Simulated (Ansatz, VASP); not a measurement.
**Cs: VASP beside Ansatz**

```
Cs
1.0
    -3.18982    3.18982    3.18982
     3.18982   -3.18982    3.18982
     3.18982    3.18982   -3.18982
Cs
1
Direct
  0.00000 0.00000 0.00000
```

Change from the starting cell: volume scaled by 1.06.

Alike in both runs: task single point; functional pbesol exchange, pbe correlation; k mesh 6 × 6 × 6; occupations tetrahedron; no spin polarisation.

|  | VASP | Ansatz |
| --- | --- | --- |
| version | VASP 6.6.1 | Ansatz 0.2.0 |
| potentials or method | VASP PAW PBE potentials, release 64 (Cs_sv), cutoff 500 eV | all-electron LAPW, scalar-relativistic |

|  | VASP | Ansatz | Ansatz less VASP |
| --- | --- | --- | --- |
| gap on the k mesh at the Fermi level (eV) | none | none | - |
| pressure (GPa) | -0.2 | -0.2 | +0.01 |

VASP's potentials were made for PBE, not for pbesol exchange, pbe correlation. A gap of «none» marks a metal or a gap that the smearing closes. Ansatz ran all-electron here, and VASP with PAW potentials.

Neither program's run includes spin-orbit coupling.
